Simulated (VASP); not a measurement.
Input of a VASP 6.6.1 run:

File INCAR:

```
SYSTEM = SnTe
PREC = Accurate
ENCUT = 520
EDIFF = 1E-7
ISMEAR = 0
SIGMA = 0.01
LREAL = .False.
LASPH = .True.
NELM = 80
ALGO = Normal
ISIF = 2
LWAVE = .False.
LCHARG = .True.
GGA = PS
LELF = .True.
LVHAR = .True.
NBANDS = 17
```

The input KPOINTS:

```
regular mesh
0
Gamma
  5 5 5
  0 0 0
```

File POSCAR:

```
SnTe
1.0
    0.0000000000      3.1082657258      3.1082657258
    3.1082657258      0.0000000000      3.1082657258
    3.1082657258      3.1082657258      0.0000000000
Sn Te
1 1
Direct
    0.0000000000      0.0000000000      0.0000000000
    0.5000000000      0.5000000000      0.5000000000
```

Potentials or basis: VASP PAW PBE potentials, release 64 (Sn_d, Te).

The run is started by

```bash
$ cat potpaw_PBE.64/Sn_d/POTCAR potpaw_PBE.64/Te/POTCAR > POTCAR
$ mpirun -np 1 vasp_std > vasp.out
```

Question: What does it give for the pressure?

Answer: 1.6 GPa.

Caveat: the PAW data sets were made with another functional, which shifts forces and pressure a little.
